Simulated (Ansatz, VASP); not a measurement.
**One calculation of SiSnGe2, two programs**

The input INCAR:

```
SYSTEM = SiSnGe2
PREC = Accurate ; ENCUT = 600
EDIFF = 1E-6 ; ISMEAR = 0
SIGMA = 0.1 ; LREAL = .FALSE.
LASPH = .TRUE. ; NELM = 80
ALGO = Normal ; ISIF = 3
LWAVE = .FALSE. ; LCHARG = .FALSE.
GGA = PS ; IBRION = 2
NSW = 100 ; EDIFFG = -0.05
```

Contents of KPOINTS:

```
Automatic mesh
0
G
  6 6 4
  0 0 0
```

File POSCAR:

```
SiSnGe2
1.0
    4.0986137457      0.0000000000      0.0000000000
    0.0000000000      4.0986137457      0.0000000000
    0.0000000000      0.0000000000      5.7963151461
Si Sn Ge
1 1 2
Direct
    0.0000000000      0.0000000000      0.0000000000
    0.5000000000      0.5000000000      0.5000000000
    0.5000000000      0.0000000000      0.7500000000
    0.0000000000      0.5000000000      0.2500000000
```

Input for Ansatz:

```yaml
crystal:
  lattice:
    - [4.0986137457, 0.0, 0.0]
    - [0.0, 4.0986137457, 0.0]
    - [0.0, 0.0, 5.7963151461]
  atoms:
    - { symbol: Si, position: [0.0, 0.0, 0.0] }
    - { symbol: Sn, position: [0.5, 0.5, 0.5] }
    - { symbol: Ge, position: [0.5, 0.0, 0.75] }
    - { symbol: Ge, position: [0.0, 0.5, 0.25] }
basis:
  ecutwfc: 420
kpoints:
  mp_grid: { grid: [6, 6, 4] }
hamiltonian:
  xc: pbesol
scf:
  occupations: { method: gaussian, width: 0.1 }
output:
  forces: true
  stress: true
  eigenvalues: true
relax:
  adjacent_minimum: "off"
  f_tol: 0.05
  max_steps: 80
  cell: { stress_tol: 0.5 }
```

Alike in both runs: task relaxation of cell and atoms; functional PBEsol; k mesh 6 × 6 × 4; occupations gaussian, width 0.1 eV; no spin polarisation.

|  | VASP | Ansatz |
| --- | --- | --- |
| version | VASP 6.6.1 | Ansatz 0.2.0 |
| potentials or method | VASP PAW PBE potentials, release 64 (Si, Sn_d, Ge_d), cutoff 600 eV | scalar-relativistic, plane waves, PAW |
| valence electrons in the cell | 46 | 46 |

VASP gave:

* relaxed volume (Å³/atom): 24.61
* relaxed cell length with the largest relative difference (Å): 5.810

Q: Which values does Ansatz return?

A: Relaxed volume (Å³/atom): 24.68; relaxed cell length with the largest relative difference (Å): 5.835.

VASP's potentials were made for PBE, not for PBEsol.
